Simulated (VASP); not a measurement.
# BeS in VASP: a series of runs

BeS is run at these levels: r2SCAN, PBE; tasks: single point.

Everything below comes from runs of VASP 6.6.1. Logs are shortened: lines on timing, memory, paths and dates and some standing lists are left out, and cuts for length are marked.

## Step 1: The cell of the first run

Symmetry: F-43m, No. 216, cubic system. Conventional cell: a = 4.869 Å, b = 4.869 Å, c = 4.869 Å, α = 90.00°, β = 90.00°, γ = 90.00°. Within 2.8 Å of Be (site symmetry -43m) lie 4 S at 2.11 Å. Within 2.8 Å of S (site symmetry -43m) lie 4 Be at 2.11 Å.

## Step 2: Single point, r2SCAN

Input file POSCAR:

```
BeS
1.0
    0.0000000000      2.4343062304      2.4343062304
    2.4343062304      0.0000000000      2.4343062304
    2.4343062304      2.4343062304      0.0000000000
Be S
1 1
Direct
    0.0000000000      0.0000000000      0.0000000000
    0.2500000000      0.2500000000      0.2500000000
```

Input file INCAR.step1:

```
SYSTEM = BeS
ALGO = Normal
EDIFF = 1E-4
ENCUT = 520
GGA = PE
ISMEAR = 0
LASPH = .True.
LCHARG = .False.
LREAL = .False.
LWAVE = .True.
NBANDS = 11
NELM = 80
PREC = Accurate
SIGMA = 0.01
```

Input file INCAR.step2:

```
SYSTEM = BeS
ALGO = Normal
EDIFF = 1E-6
ENCUT = 520
ISIF = 2
ISMEAR = 0
ISTART = 1
LASPH = .True.
LCHARG = .False.
LMIXTAU = .True.
LREAL = .False.
LWAVE = .False.
METAGGA = R2SCAN
NBANDS = 11
NELM = 80
PREC = Accurate
SIGMA = 0.01
```

Input file KPOINTS:

```
k-points
0
Gamma
  10 10 10
  0 0 0
```

Potentials or basis: VASP PAW PBE potentials, release 64 (Be, S).

Started as:

```bash
$ cat potpaw_PBE.64/Be/POTCAR potpaw_PBE.64/S/POTCAR > POTCAR
$ cp INCAR.step1 INCAR
$ mpirun -np 1 vasp_std > vasp.out
$ cp INCAR.step2 INCAR
$ mpirun -np 1 vasp_std > vasp.out
```

OUTCAR:

```text
SYSTEM = BeS
   EDIFF = 1E-6
   ENCUT = 520
   ISIF = 2
   ISMEAR = 0
   ISTART = 1
   LASPH = .True.
   LREAL = .False.
   METAGGA = R2SCAN
   NELM = 80
   PREC = Accurate

 ion  position               nearest neighbor table
   1  0.000  0.000  0.000-   2 2.11   2 2.11   2 2.11   2 2.11
   2  0.250  0.250  0.250-   1 2.11   1 2.11   1 2.11   1 2.11

  LATTYP: Found a face centered cubic cell.
 ALAT       =     4.8686124608

  Lattice vectors:

 A1 = (   0.0000000000,   2.4343062304,   2.4343062304)
 A2 = (   2.4343062304,   0.0000000000,   2.4343062304)
 A3 = (   2.4343062304,   2.4343062304,   0.0000000000)

Analysis of symmetry for initial positions (statically):
=====================================================================
 Subroutine PRICEL returns:
 Original cell was already a primitive cell.

 Routine SETGRP: Setting up the symmetry group for a
 face centered cubic supercell.

 Subroutine GETGRP returns: Found 24 space group operations
 (whereof 24 operations were pure point group operations)
 out of a pool of 48 trial point group operations.

The static configuration has the point symmetry T_d .

Analysis of symmetry for dynamics (positions and initial velocities):
=====================================================================
 Subroutine PRICEL returns:
 Original cell was already a primitive cell.

 Routine SETGRP: Setting up the symmetry group for a
 face centered cubic supercell.

 Subroutine GETGRP returns: Found 24 space group operations
 (whereof 24 operations were pure point group operations)
 out of a pool of 48 trial point group operations.

The dynamic configuration has the point symmetry T_d .

 Subroutine INISYM returns: Found 24 space group operations
 (whereof 24 operations are pure point group operations),
 and found     1 'primitive' translations

----------------------------------------------------------------------------------------

                                     Primitive cell

  volume of cell :      28.8507

  direct lattice vectors                    reciprocal lattice vectors
     0.000000000  2.434306230  2.434306230    -0.205397330  0.205397330  0.205397330
     2.434306230  0.000000000  2.434306230     0.205397330 -0.205397330  0.205397330
     2.434306230  2.434306230  0.000000000     0.205397330  0.205397330 -0.205397330

  length of vectors
     3.442628886  3.442628886  3.442628886     0.355758611  0.355758611  0.355758611

  position of ions in fractional coordinates (direct lattice)
     0.000000000  0.000000000  0.000000000
     0.250000000  0.250000000  0.250000000

  ion indices of the primitive-cell ions
   primitive index   ion index
                 1           1
                 2           2

----------------------------------------------------------------------------------------

 KPOINTS: k-points

Automatic generation of k-mesh.
 Grid dimensions read from file:
 generate k-points for:   10   10   10

 Generating k-lattice:

  Cartesian coordinates                     Fractional coordinates (reciprocal lattice)
    -0.020539733  0.020539733  0.020539733     0.100000000  0.000000000  0.000000000
     0.020539733 -0.020539733  0.020539733     0.000000000  0.100000000  0.000000000
     0.020539733  0.020539733 -0.020539733     0.000000000  0.000000000  0.100000000

  Length of vectors
     0.035575861  0.035575861  0.035575861

  Shift w.r.t. Gamma in fractional coordinates (k-lattice)
     0.000000000  0.000000000  0.000000000

 Subroutine IBZKPT returns following result:
 ===========================================

 Found     47 irreducible k-points:

 Following reciprocal coordinates:
            Coordinates               Weight
  0.000000  0.000000  0.000000      1.000000
  0.100000  0.000000  0.000000      8.000000
  0.200000  0.000000  0.000000      8.000000
  0.300000  0.000000  0.000000      8.000000
  0.400000  0.000000  0.000000      8.000000
  0.500000  0.000000  0.000000      4.000000
[... 16 lines left out ...]
  0.300000  0.300000  0.000000      6.000000
  0.400000  0.300000  0.000000     24.000000
 [... further k-points ...]
   k-points           NKPTS =     47   k-points in BZ     NKDIM =     47   number of bands    NBANDS=     11
   number of dos      NEDOS =    301   number of ions     NIONS =      2
   total plane-waves  NPLWV =  21952
   dimension x,y,z NGX =    28 NGY =   28 NGZ =   28
   dimension x,y,z NGXF=    56 NGYF=   56 NGZF=   56
   ions per type =               1   1
   NGX,Y,Z   is equivalent  to a cutoff of  13.52, 13.52, 13.52 a.u.
   NGXF,Y,Z  is equivalent  to a cutoff of  27.04, 27.04, 27.04 a.u.
 SYSTEM =  BeS
   PREC   = accura    normal or accurate (medium, high low for compatibility)
   ISTART =      1    job   : 0-new  1-cont  2-samecut
   ICHARG =      0    charge: 1-file 2-atom 10-const
   ISPIN  =      1    spin polarized calculation?
   LNONCOLLINEAR =      F non collinear calculations
   LSORBIT =      F    spin-orbit coupling
   LASPH  =      T    aspherical Exc in radial PAW
   ENCUT  =  520.0 eV  38.22 Ry    6.18 a.u.   6.40  6.40  6.40*2*pi/ulx,y,z
   NELM   =     80;   NELMIN=  2; NELMDL=  0     # of ELM steps
   EDIFF  = 0.1E-05   stopping-criterion for ELM
   LREAL  =      F    real-space projection
[... 7 lines left out ...]
   TEBEG  =    0.0;   TEEND  =   0.0 temperature during run
   PSTRESS=    0.0 pullay stress
   NELECT =       8.0000    total number of electrons
   NUPDOWN=      -1.0000    fix difference up-down
   EMIN   =  10.00;   EMAX   =-10.00  energy-range for DOS
   EFERMI =   0.00;   METHOD = LEGACY
   ISMEAR =     0;   SIGMA  =   0.01  broadening in eV -4-tet -1-fermi 0-gaus
   EFERMI_NEDOS =   21; number of points for ismear=-14 and -15
   IALGO  =     38    algorithm
   IMIX   =      4    mixing-type and parameters
     AMIX     =   0.40;   BMIX     =  1.00
     AMIX_MAG =   1.60;   BMIX_MAG =  1.00
  volume/ion in A,a.u.               =      14.43        97.35
  Fermi-wavevector in a.u.,A,eV,Ry     =   1.067545  2.017368 15.505918  1.139653
  Thomas-Fermi vector in A             =   2.203165
   LORBIT       =      0    0 simple, 1 ext, 2 COOP (PROOUT), +10 PAW based schemes
   METAGGA = R2SCAN    functional components
   LHFCALC =     F    Hartree Fock is set to
   AEXX    =    0.0000 exact exchange contribution
   IVDW    =     0    specifies the selected vdW correction
   LEPSILON=     F    determine dielectric tensor
   LRPA    =     F    only Hartree local field effects (RPA)
 non-spin polarized calculation
 Gauss-broadening in eV      SIGMA  =   0.01
  energy-cutoff  :      520.00
  volume of cell :       28.85
 maximum number of plane-waves:       794
 NGX is ok and might be reduce to    28
   NGX = 13   NGY = 13   NGZ = 13

 number of electron       7.9999999 magnetization

 Free energy of the ion-electron system (eV)
  ---------------------------------------------------
  ext. energy  EPLUGINS =         0.00000000
  ---------------------------------------------------
  free energy    TOTEN  =       -14.78666402 eV

  energy without entropy =      -14.78666402  energy(sigma->0) =      -14.78666402

 E-fermi :   3.9253     XC(G=0): -10.1336

 val. band max:        3.8484720005   @ k =   0.0000   0.0000   0.0000
 cond. band min:       7.4469499769   @ k =   0.5000   0.5000   0.0000
 fundamental gap:      3.5984779764
 Fermi energy:         3.9253182370

 k-point     1 :       0.0000    0.0000    0.0000
  band No.  band energies     occupation
      1     -10.3687      2.00000
      2       3.8485      2.00000
      3       3.8485      2.00000
      4       3.8485      2.00000
      5      10.1125      0.00000
      6      10.1125      0.00000
      7      10.1125      0.00000
      8      10.4332      0.00000
      9      17.2503      0.00000
     10      17.2503      0.00000
     11      19.6604      0.00000

 k-point     2 :       0.1000    0.0000    0.0000
  band No.  band energies     occupation
      1     -10.2511      2.00000
      2       3.0302      2.00000
      3       3.7170      2.00000
      4       3.7170      2.00000
      5      10.0901      0.00000
      6      10.3587      0.00000
      7      10.3587      0.00000
      8      11.2862      0.00000
      9      16.7527      0.00000
     10      16.7527      0.00000
     11      19.5996      0.00000

 k-point     3 :       0.2000    0.0000    0.0000
  band No.  band energies     occupation
      1      -9.9161      2.00000
      2       1.3705      2.00000
      3       3.4150      2.00000
      4       3.4150      2.00000
      5      10.0410      0.00000
      6      10.8542      0.00000
      7      10.8542      0.00000
      8      12.9956      0.00000
      9      16.2646      0.00000
     10      16.2646      0.00000
     11      19.2269      0.00000

 k-point     4 :       0.3000    0.0000    0.0000
  band No.  band energies     occupation
      1      -9.4290      2.00000
      2      -0.2973      2.00000
      3       3.1023      2.00000
      4       3.1023      2.00000
      5       9.9792      0.00000
      6      11.1087      0.00000
      7      11.1087      0.00000
      8      14.6149      0.00000
      9      16.7471      0.00000
     10      16.7471      0.00000
     11      18.9716      0.00000

 k-point     5 :       0.4000    0.0000    0.0000
  band No.  band energies     occupation
      1      -8.9429      2.00000
      2      -1.5515      2.00000
      3       2.8838      2.00000
      4       2.8838      2.00000
      5       9.9276      0.00000
      6      11.0545      0.00000
      7      11.0545      0.00000
      8      15.5927      0.00000
      9      18.2204      0.00000
     10      18.2204      0.00000
     11      19.3885      0.00000
[... 211 lines left out ...]
 k-point    21 :      -0.3000    0.2000    0.0000
  band No.  band energies     occupation
      1      -8.8052      2.00000
      2      -0.8859      2.00000
      3       1.0266      2.00000
      4       2.7350      2.00000
      5      10.3149      0.00000
      6      12.1723      0.00000
      7      12.2966      0.00000
      8      14.3018      0.00000
      9      15.8073      0.00000
     10      18.5523      0.00000
     11      21.4227      0.00000

 k-point    22 :      -0.2000    0.2000    0.0000
  band No.  band energies     occupation
      1      -9.2640      2.00000
      2       0.0497      2.00000
      3       1.4901      2.00000
      4       3.1606      2.00000
      5      10.7608      0.00000
      6      11.5667      0.00000
      7      11.8810      0.00000
      8      13.2574      0.00000
      9      15.0507      0.00000
     10      19.2824      0.00000
     11      20.2848      0.00000

 k-point    23 :       0.3000    0.3000    0.0000
  band No.  band energies     occupation
      1      -9.1147      2.00000
      2       0.3601      2.00000
      3       1.8666      2.00000
      4       1.8666      2.00000
      5       8.4713      0.00000
      6      10.3367      0.00000
      7      14.2832      0.00000
      8      14.2832      0.00000
      9      16.9478      0.00000
     10      19.1546      0.00000
     11      22.3914      0.00000

 k-point    24 :       0.4000    0.3000    0.0000
  band No.  band energies     occupation
      1      -8.7324      2.00000
      2      -0.3933      2.00000
      3       1.3779      2.00000
      4       1.6385      2.00000
      5       8.4334      0.00000
      6      10.2085      0.00000
      7      14.7786      0.00000
      8      14.8968      0.00000
      9      18.5677      0.00000
     10      19.9162      0.00000
     11      21.7280      0.00000

 [... further k-points ...]
[... 5 lines left out ...]
  --------------------------------------------------------------------------------------
  -------------------------------------------------------------------------------------
  Total        0.0486096      0.0486096      0.0486096      0.0000000      0.0000000      0.0000000
  in kB        2.6994610      2.6994610      2.6994610      0.0000000      0.0000000      0.0000000
  external PRESSURE =       2.6994610 kB  Pullay stress =       0.0000000 kB

 VOLUME and BASIS-vectors are now :
 -----------------------------------------------------------------------------
  energy-cutoff  :      520.00
  volume of cell :       28.85
      direct lattice vectors                 reciprocal lattice vectors
     0.000000000  2.434306230  2.434306230    -0.205397330  0.205397330  0.205397330
     2.434306230  0.000000000  2.434306230     0.205397330 -0.205397330  0.205397330
     2.434306230  2.434306230  0.000000000     0.205397330  0.205397330 -0.205397330

 POSITION                                       TOTAL-FORCE (eV/Angst)
 -----------------------------------------------------------------------------------
      0.00000      0.00000      0.00000         0.000000      0.000000      0.000000
      1.21715      1.21715      1.21715        -0.000000     -0.000000     -0.000000
 -----------------------------------------------------------------------------------
    total drift:                                0.000000      0.000000      0.000000

  FREE ENERGIE OF THE ION-ELECTRON SYSTEM (eV)
  ---------------------------------------------------
  free  energy   TOTEN  =       -14.7866640199 eV

  energy  without entropy=      -14.7866640199  energy(sigma->0) =      -14.78666402
```

Wall time 39 s (1 thread of Intel Xeon 6975P-C (Granite Rapids), shared host); peak memory 0.16 GiB.

Results:

```yaml
Free_energy: -14.7867 eV
Pressure: 0.3 GPa
Band_gap_on_the_k_mesh: 3.60 eV, indirect (least direct gap 6.26 eV)
```

Caveat: the PAW data sets were made with another functional, which shifts forces and pressure a little.

## Step 3: Single point, r2SCAN (strain +1.5%)

Input file POSCAR:

```
BeS
1.0
    0.0000000000      2.4708208238      2.4708208238
    2.4708208238      0.0000000000      2.4708208238
    2.4708208238      2.4708208238      0.0000000000
Be S
1 1
Direct
    0.0000000000      0.0000000000      0.0000000000
    0.2500000000      0.2500000000      0.2500000000
```

Input file INCAR.step1:

```
PREC = Accurate
ENCUT = 520
ISMEAR = 0
SIGMA = 0.01
LREAL = F
LASPH = T
NELM = 80
NBANDS = 11
GGA = PE
ALGO = Normal
EDIFF = 1E-4
LWAVE = T
LCHARG = F
```

Input file INCAR.step2:

```
PREC = Accurate
ENCUT = 520
EDIFF = 1E-6
ISMEAR = 0
SIGMA = 0.01
LREAL = F
LASPH = T
NELM = 80
ALGO = Normal
ISIF = 2
LWAVE = F
LCHARG = F
METAGGA = R2SCAN
LMIXTAU = T
NBANDS = 11
ISTART = 1
```

Input file KPOINTS:

```
regular mesh
0
Gamma
  10 10 10
```

Potentials or basis: VASP PAW PBE potentials, release 64 (Be, S).

Started as:

```bash
$ cat potpaw_PBE.64/Be/POTCAR potpaw_PBE.64/S/POTCAR > POTCAR
$ cp INCAR.step1 INCAR
$ mpirun -np 1 vasp_std > vasp.out
$ cp INCAR.step2 INCAR
$ mpirun -np 1 vasp_std > vasp.out
```

Wall time 36 s (1 thread of Intel Xeon 6975P-C (Granite Rapids), shared host); peak memory 0.16 GiB.

Results (log left out):

```
Free energy            : -14.7720 eV
Pressure               : -3.8 GPa
Band gap on the k mesh : 3.69 eV, indirect (least direct gap 6.19 eV)
```

Levels at points of the mesh, in eV from the valence-band top:
| k point | band 1 | band 2 | band 3 | band 4 | band 5 | band 6 | band 7 | band 8 | band 9 |
| --- | --- | --- | --- | --- | --- | --- | --- | --- | --- |
| (0.00, 0.00, 0.00) | -13.92 | 0.00 | 0.00 | 0.00 | 6.19 | 6.28 | 6.28 | 6.28 | 13.32 |
| (0.50, 0.00, 0.00) | -12.39 | -5.60 | -0.98 | -0.98 | 5.89 | 7.16 | 7.16 | 11.77 | 15.47 |
| (0.50, 0.50, 0.00) | -11.88 | -4.90 | -2.52 | -2.52 | 3.69 | 5.43 | 13.41 | 13.41 | 16.00 |

Caveat: the cell differs from its parent crystal (strain +1.5%); the PAW data sets were made with another functional, which shifts forces and pressure a little. A k mesh can miss the band edges.

## Step 4: Single point, PBE (epitaxial xy strain -3.0%)

Input file INCAR:

```
SYSTEM = BeS
PREC = Accurate ; ENCUT = 520
EDIFF = 1E-7 ; ISMEAR = -1
SIGMA = 0.02 ; LREAL = .False.
LASPH = .True. ; NELM = 100
ALGO = Normal ; ISIF = 2
LWAVE = .False. ; LCHARG = .False.
GGA = PE ; NBANDS = 11
```

Input file KPOINTS:

```
Automatic mesh
0
Gamma
  10 10 10
  0 0 0
```

Input file POSCAR:

```
BeS
1.0
    0.0000000000      2.3612770434      2.4893639833
    2.3612770434      0.0000000000      2.4893639833
    2.3612770434      2.3612770434      0.0000000000
Be S
1 1
Direct
    0.0000000000      0.0000000000      0.0000000000
    0.2500000000      0.2500000000      0.2500000000
```

Started as:

```bash
$ cat potpaw_PBE.64/Be/POTCAR potpaw_PBE.64/S/POTCAR > POTCAR
$ mpirun -np 1 vasp_std > vasp.out
```

It took 17 s on 1 thread of Intel Xeon 6975P-C (Granite Rapids), shared host; peak memory 0.16 GiB.

The run converged. Its results:

* Free energy: -9.9801 eV
* Pressure: 4.3 GPa
* Band gap on the k mesh: 2.81 eV, indirect (least direct gap 5.55 eV)

Stress tensor (GPa, compression positive):
```
6.23 0.00 0.00
0.00 6.23 0.00
0.00 0.00 0.51
```

Levels at points of the mesh, in eV from the valence-band top:
```tsv
k point	band 1	band 2	band 3	band 4	band 5	band 6	band 7	band 8
(0.00, 0.00, 0.00)	-13.98	-0.32	0.00	0.00	5.55	5.55	5.62	5.99
(0.50, 0.00, 0.00)	-12.29	-6.07	-1.43	-0.92	5.24	6.45	6.70	11.25
(0.50, 0.50, 0.00)	-11.90	-5.50	-2.54	-2.54	3.24	5.12	12.88	12.88
(0.50, 0.00, 0.50)	-11.63	-5.14	-3.02	-2.93	2.81	4.63	12.60	12.89
```

Caveat: the cell differs from its parent crystal (epitaxial xy strain -3.0%). A k mesh can miss the band edges.

## Step 5: Overview

| level | cell | smearing | gap on the mesh (eV) | pressure (GPa) |
| --- | --- | --- | --- | --- |
| r2SCAN | a = 3.443 Å, angles 60.0°, 2 atoms | gaussian 0.01 eV | 3.60 | 0.3 |
| r2SCAN | a = 3.494 Å, angles 60.0°, 2 atoms | gaussian 0.01 eV | 3.69 | -3.8 |
| PBE | a = 3.431, b = 3.431, c = 3.339 Å, angles 60.9, 60.9, 58.2°, 2 atoms | fermi-dirac 0.02 eV | 2.81 | 4.3 |

Alike in all rows: task single point; potentials or basis VASP PAW PBE potentials, release 64 (Be, S); no spin polarisation; k mesh 10 × 10 × 10; cutoff (eV) 520.

Caveats: the PAW data sets were made with another functional, which shifts forces and pressure a little (some runs).

Absolute energies hang on the potentials; compare differences alone.
